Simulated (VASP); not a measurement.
# InSb3 (Fm-3m) in VASP: further runs

InSb3 is run at these levels: PBE; tasks: single point, relaxation of volume and atoms at fixed shape.

All numbers are computed with VASP 6.6.1; they aren't measurements. Logs are shortened: lines on timing, memory, paths and dates and some standing lists are left out, and cuts for length are marked.

## 1. The cell of the first run

Symmetry: Fm-3m, No. 225, cubic system. The conventional cell has a = 7.572 Å, b = 7.572 Å, c = 7.572 Å, α = 90.00°, β = 90.00°, γ = 90.00°. Within 4.3 Å of In (site symmetry m-3m) lie 14 Sb at 3.28 to 3.79 Å. Sb (site symmetry -43m) has 4 In at 3.28 Å and 10 Sb at 3.28 to 3.79 Å within 4.3 Å. Within 4.3 Å of Sb (site symmetry m-3m) lie 8 Sb at 3.28 Å and 6 In at 3.79 Å.

## 2. Single point, PBE

INCAR reads:

```
SYSTEM = InSb3
  PREC = Accurate
  ENCUT = 500
  EDIFF = 1E-6
  ISMEAR = 0
  SIGMA = 0.01
  LREAL = .False.
  LASPH = .True.
  NELM = 120
  ALGO = Normal
  ISIF = 2
  LWAVE = .False.
  LCHARG = .False.
  GGA = PE
  NBANDS = 22
  GGA_COMPAT = .False.
```

KPOINTS reads:

```
regular mesh
0
Gamma
  5 5 5
  0 0 0
```

POSCAR reads:

```
InSb3
1.0
    5.3541126213      0.0000000000      0.0000000000
    2.6770563107      4.6367975448      0.0000000000
    2.6770563107      1.5455991816      4.3716146492
In Sb
1 3
Direct
    0.0000000000      0.0000000000      0.0000000000
    0.2500000000      0.2500000000      0.2500000000
    0.7500000000      0.7500000000      0.7500000000
    0.5000000000      0.5000000000      0.5000000000
```

Potentials or basis: VASP PAW PBE potentials, release 64 (In_d, Sb).

The run is started by

```console
$ cat potpaw_PBE.64/In_d/POTCAR potpaw_PBE.64/Sb/POTCAR > POTCAR
$ mpirun -np 1 vasp_std > vasp.out
```

OUTCAR:

```text
SYSTEM = InSb3
   PREC = Accurate
   ENCUT = 500
   EDIFF = 1E-6
   ISMEAR = 0
   LREAL = .False.
   LASPH = .True.
   NELM = 120
   ISIF = 2
   GGA = PE

 ion  position               nearest neighbor table
   1  0.000  0.000  0.000-   3 3.28   2 3.28   2 3.28   3 3.28   2 3.28   3 3.28   3 3.28   2 3.28
                             4 3.79   4 3.79   4 3.79   4 3.79   4 3.79   4 3.79
   2  0.250  0.250  0.250-   1 3.28   4 3.28   4 3.28   1 3.28   4 3.28   1 3.28   4 3.28   1 3.28

   3  0.750  0.750  0.750-   4 3.28   1 3.28   1 3.28   4 3.28   1 3.28   4 3.28   4 3.28   1 3.28

   4  0.500  0.500  0.500-   2 3.28   3 3.28   3 3.28   2 3.28   3 3.28   2 3.28   3 3.28   2 3.28
                             1 3.79   1 3.79   1 3.79   1 3.79   1 3.79   1 3.79

  LATTYP: Found a face centered cubic cell.
 ALAT       =     7.5718586836

  Lattice vectors:

 A1 = (   5.3541126213,   0.0000000000,   0.0000000000)
 A2 = (   2.6770563107,   4.6367975448,   0.0000000000)
 A3 = (   2.6770563107,   1.5455991816,   4.3716146492)

Analysis of symmetry for initial positions (statically):
=====================================================================
 Subroutine PRICEL returns:
 Original cell was already a primitive cell.

 Routine SETGRP: Setting up the symmetry group for a
 face centered cubic supercell.

 Subroutine GETGRP returns: Found 48 space group operations
 (whereof 48 operations were pure point group operations)
 out of a pool of 48 trial point group operations.

The static configuration has the point symmetry O_h .

Analysis of symmetry for dynamics (positions and initial velocities):
=====================================================================
 Subroutine PRICEL returns:
 Original cell was already a primitive cell.

 Routine SETGRP: Setting up the symmetry group for a
 face centered cubic supercell.

 Subroutine GETGRP returns: Found 48 space group operations
 (whereof 48 operations were pure point group operations)
 out of a pool of 48 trial point group operations.

The dynamic configuration has the point symmetry O_h .

 Subroutine INISYM returns: Found 48 space group operations
 (whereof 48 operations are pure point group operations),
 and found     1 'primitive' translations

----------------------------------------------------------------------------------------

                                     Primitive cell

  volume of cell :     108.5294

  direct lattice vectors                    reciprocal lattice vectors
     5.354112621  0.000000000  0.000000000     0.186772313 -0.107833045 -0.076249478
     2.677056311  4.636797545  0.000000000     0.000000000  0.215666091 -0.076249478
     2.677056311  1.545599182  4.371614649     0.000000000  0.000000000  0.228748433

  length of vectors
     5.354112621  5.354112621  5.354112621     0.228748433  0.228748433  0.228748433

  position of ions in fractional coordinates (direct lattice)
     0.000000000  0.000000000  0.000000000
     0.250000000  0.250000000  0.250000000
     0.750000000  0.750000000  0.750000000
     0.500000000  0.500000000  0.500000000

  ion indices of the primitive-cell ions
   primitive index   ion index
                 1           1
                 2           2
                 3           3
                 4           4

----------------------------------------------------------------------------------------

 KPOINTS: regular mesh

Automatic generation of k-mesh.
 Grid dimensions read from file:
 generate k-points for:    5    5    5

 Generating k-lattice:

  Cartesian coordinates                     Fractional coordinates (reciprocal lattice)
     0.037354463 -0.021566609 -0.015249896     0.200000000  0.000000000  0.000000000
     0.000000000  0.043133218 -0.015249896     0.000000000  0.200000000  0.000000000
     0.000000000  0.000000000  0.045749687     0.000000000  0.000000000  0.200000000

  Length of vectors
     0.045749687  0.045749687  0.045749687

  Shift w.r.t. Gamma in fractional coordinates (k-lattice)
     0.000000000  0.000000000  0.000000000

 Subroutine IBZKPT returns following result:
 ===========================================

 Found     10 irreducible k-points:

 Following reciprocal coordinates:
            Coordinates               Weight
  0.000000  0.000000  0.000000      1.000000
  0.200000  0.000000 -0.000000      8.000000
  0.400000  0.000000 -0.000000      8.000000
  0.200000  0.200000  0.000000      6.000000
  0.400000  0.200000  0.000000     24.000000
 -0.400000  0.200000  0.000000     24.000000
 -0.200000  0.200000  0.000000     12.000000
  0.400000  0.400000  0.000000      6.000000
 -0.400000  0.400000  0.000000     12.000000
 -0.400000  0.400000  0.200000     24.000000
   k-points           NKPTS =     10   k-points in BZ     NKDIM =     10   number of bands    NBANDS=     22
   number of dos      NEDOS =    301   number of ions     NIONS =      4
   total plane-waves  NPLWV =  64000
   dimension x,y,z NGX =    40 NGY =   40 NGZ =   40
   dimension x,y,z NGXF=    80 NGYF=   80 NGZF=   80
   ions per type =               1   3
   NGX,Y,Z   is equivalent  to a cutoff of  12.42, 12.42, 12.42 a.u.
   NGXF,Y,Z  is equivalent  to a cutoff of  24.84, 24.84, 24.84 a.u.
 SYSTEM =  InSb3
   PREC   = accura    normal or accurate (medium, high low for compatibility)
   ISTART =      0    job   : 0-new  1-cont  2-samecut
   ICHARG =      2    charge: 1-file 2-atom 10-const
   ISPIN  =      1    spin polarized calculation?
   LNONCOLLINEAR =      F non collinear calculations
   LSORBIT =      F    spin-orbit coupling
   LASPH  =      T    aspherical Exc in radial PAW
   ENCUT  =  500.0 eV  36.75 Ry    6.06 a.u.   9.76  9.76  9.76*2*pi/ulx,y,z
   NELM   =    120;   NELMIN=  2; NELMDL= -5     # of ELM steps
   EDIFF  = 0.1E-05   stopping-criterion for ELM
   LREAL  =      F    real-space projection
   EDIFFG = 0.1E-04   stopping-criterion for IOM
   NSW    =      0    number of steps for IOM
   IBRION =     -1    ionic relax: 0-MD 1-quasi-New 2-CG
   NFREE  =      0    steps in history (QN), initial steepest desc. (CG)
   ISIF   =      2    stress and relaxation
   ISYM   =      2    0-nonsym 1-usesym 2-fastsym
   POTIM  = 0.5000    time-step for ionic-motion
   TEBEG  =    0.0;   TEEND  =   0.0 temperature during run
   PSTRESS=    0.0 pullay stress
   NELECT =      28.0000    total number of electrons
   NUPDOWN=      -1.0000    fix difference up-down
   EMIN   =  10.00;   EMAX   =-10.00  energy-range for DOS
   EFERMI =   0.00;   METHOD = LEGACY
   ISMEAR =     0;   SIGMA  =   0.01  broadening in eV -4-tet -1-fermi 0-gaus
   EFERMI_NEDOS =   21; number of points for ismear=-14 and -15
   IALGO  =     38    algorithm
   IMIX   =      4    mixing-type and parameters
     AMIX     =   0.40;   BMIX     =  1.00
     AMIX_MAG =   1.60;   BMIX_MAG =  1.00
  volume/ion in A,a.u.               =      27.13       183.10
  Fermi-wavevector in a.u.,A,eV,Ry     =   1.042185  1.969445 14.777975  1.086151
  Thomas-Fermi vector in A             =   2.176839
   LORBIT       =      0    0 simple, 1 ext, 2 COOP (PROOUT), +10 PAW based schemes
   GGA     = PE    functional components
   LHFCALC =     F    Hartree Fock is set to
   AEXX    =    0.0000 exact exchange contribution
   IVDW    =     0    specifies the selected vdW correction
   LEPSILON=     F    determine dielectric tensor
   LRPA    =     F    only Hartree local field effects (RPA)
 non-spin polarized calculation
 Gauss-broadening in eV      SIGMA  =   0.01
  energy-cutoff  :      500.00
  volume of cell :      108.53
 maximum number of plane-waves:      2768
   NGX = 19   NGY = 19   NGZ = 19

 number of electron      27.9999990 magnetization

 Free energy of the ion-electron system (eV)
  ---------------------------------------------------
  ext. energy  EPLUGINS =         0.00000000
  ---------------------------------------------------
  free energy    TOTEN  =       -14.36685481 eV

  energy without entropy =      -14.36636117  energy(sigma->0) =      -14.36660799

 E-fermi :   7.7527     XC(G=0): -10.1705

 val. band max:        7.6763487121   @ k =   0.2000   0.0000  -0.0000
 cond. band min:       7.7557409837   @ k =  -0.4000   0.4000   0.0000
 fundamental gap:      0.0793922716
 Fermi energy:         7.7526952818

 k-point     1 :       0.0000    0.0000    0.0000
  band No.  band energies     occupation
      1      -6.3779      2.00000
      2      -6.3779      2.00000
      3      -6.3779      2.00000
      4      -6.3459      2.00000
      5      -6.3459      2.00000
      6      -4.2396      2.00000
[... 14 lines left out ...]
     21      14.8198      0.00000
     22      14.8198      0.00000

 k-point     2 :       0.2000    0.0000   -0.0000
  band No.  band energies     occupation
      1      -6.3832      2.00000
      2      -6.3757      2.00000
      3      -6.3757      2.00000
      4      -6.3465      2.00000
      5      -6.3465      2.00000
      6      -3.9439      2.00000
[... 14 lines left out ...]
     21      12.7321      0.00000
     22      14.0694      0.00000

 k-point     3 :       0.4000    0.0000   -0.0000
  band No.  band energies     occupation
      1      -6.3928      2.00000
      2      -6.3728      2.00000
      3      -6.3728      2.00000
      4      -6.3469      2.00000
      5      -6.3469      2.00000
      6      -3.1141      2.00000
[... 14 lines left out ...]
     21      13.2134      0.00000
     22      15.1403      0.00000

 k-point     4 :       0.2000    0.2000    0.0000
  band No.  band energies     occupation
      1      -6.3867      2.00000
      2      -6.3737      2.00000
      3      -6.3737      2.00000
      4      -6.3495      2.00000
      5      -6.3449      2.00000
      6      -3.8448      2.00000
[... 14 lines left out ...]
     21      13.4247      0.00000
     22      13.4247      0.00000

 k-point     5 :       0.4000    0.2000    0.0000
  band No.  band energies     occupation
      1      -6.3920      2.00000
      2      -6.3736      2.00000
      3      -6.3703      2.00000
      4      -6.3520      2.00000
      5      -6.3450      2.00000
      6      -3.1766      2.00000
[... 14 lines left out ...]
     21      13.3642      0.00000
     22      13.4328      0.00000

 k-point     6 :      -0.4000    0.2000    0.0000
  band No.  band energies     occupation
      1      -6.3897      2.00000
      2      -6.3779      2.00000
      3      -6.3700      2.00000
      4      -6.3504      2.00000
      5      -6.3470      2.00000
      6      -2.5645      2.00000
[... 14 lines left out ...]
     21      13.3186      0.00000
     22      15.9756      0.00000

 k-point     7 :      -0.2000    0.2000    0.0000
  band No.  band energies     occupation
      1      -6.3862      2.00000
      2      -6.3767      2.00000
      3      -6.3731      2.00000
      4      -6.3481      2.00000
      5      -6.3471      2.00000
      6      -3.4595      2.00000
[... 14 lines left out ...]
     21      13.7303      0.00000
     22      13.8730      0.00000

 k-point     8 :       0.4000    0.4000    0.0000
  band No.  band energies     occupation
      1      -6.4012      2.00000
      2      -6.3665      2.00000
      3      -6.3665      2.00000
      4      -6.3579      2.00000
      5      -6.3434      2.00000
      6      -2.7035      2.00000
[... 14 lines left out ...]
     21      12.3478      0.00000
     22      12.8814      0.00000

 k-point     9 :      -0.4000    0.4000    0.0000
  band No.  band energies     occupation
      1      -6.3974      2.00000
      2      -6.3717      2.00000
      3      -6.3663      2.00000
      4      -6.3571      2.00000
      5      -6.3446      2.00000
      6      -1.8567      2.00000
[... 14 lines left out ...]
     21      13.0355      0.00000
     22      14.3882      0.00000

 k-point    10 :      -0.4000    0.4000    0.2000
  band No.  band energies     occupation
      1      -6.3903      2.00000
      2      -6.3792      2.00000
      3      -6.3667      2.00000
      4      -6.3545      2.00000
      5      -6.3458      2.00000
      6      -2.3763      2.00000
[... 14 lines left out ...]
     21      12.9439      0.00000
     22      15.0210      0.00000

------------------------ aborting loop because EDIFF is reached ----------------------------------------

  FORCE on cell =-STRESS in cart. coord.  units (eV):
  Direction    XX          YY          ZZ          XY          YZ          ZX
  --------------------------------------------------------------------------------------
  -------------------------------------------------------------------------------------
  Total       -0.0647902     -0.0647902     -0.0647902     -0.0000000     -0.0000000     -0.0000000
  in kB       -0.9564727     -0.9564727     -0.9564727     -0.0000000     -0.0000000     -0.0000000
  external PRESSURE =      -0.9564727 kB  Pullay stress =       0.0000000 kB

 VOLUME and BASIS-vectors are now :
 -----------------------------------------------------------------------------
  energy-cutoff  :      500.00
  volume of cell :      108.53
      direct lattice vectors                 reciprocal lattice vectors
     5.354112621  0.000000000  0.000000000     0.186772313 -0.107833045 -0.076249478
     2.677056311  4.636797545  0.000000000     0.000000000  0.215666091 -0.076249478
     2.677056311  1.545599182  4.371614649     0.000000000  0.000000000  0.228748433

 POSITION                                       TOTAL-FORCE (eV/Angst)
 -----------------------------------------------------------------------------------
      0.00000      0.00000      0.00000         0.000000      0.000000      0.000000
      2.67706      1.54560      1.09290         0.000000      0.000000      0.000000
      8.03117      4.63680      3.27871        -0.000000     -0.000000     -0.000000
      5.35411      3.09120      2.18581         0.000000      0.000000      0.000000
 -----------------------------------------------------------------------------------
    total drift:                                0.000000     -0.000000     -0.000000

  FREE ENERGIE OF THE ION-ELECTRON SYSTEM (eV)
  ---------------------------------------------------
  free  energy   TOTEN  =       -14.3668548062 eV

  energy  without entropy=      -14.3663611668  energy(sigma->0) =      -14.36660799
```

Wall time 15 s (1 thread of Intel Xeon 6975P-C (Granite Rapids), shared host); peak memory 0.23 GiB.

Results:

```
Free energy            : -14.3669 eV
Pressure               : -0.1 GPa
Band gap on the k mesh : zero (band 14 reaches 8.41 eV, above the bottom of band 15 at 5.81 eV)
```

Levels at points of the mesh, in eV from the Fermi level:
| k point | band 12 | band 13 | band 14 | band 15 | band 16 | band 17 |
| --- | --- | --- | --- | --- | --- | --- |
| (0.00, 0.00, 0.00) | -2.11 | -2.11 | -2.11 | -1.95 | -0.38 | -0.38 |

Caveat: spin-orbit coupling is left out, which moves the levels of the heavy elements.

(Part 1 of 2 ends here.)
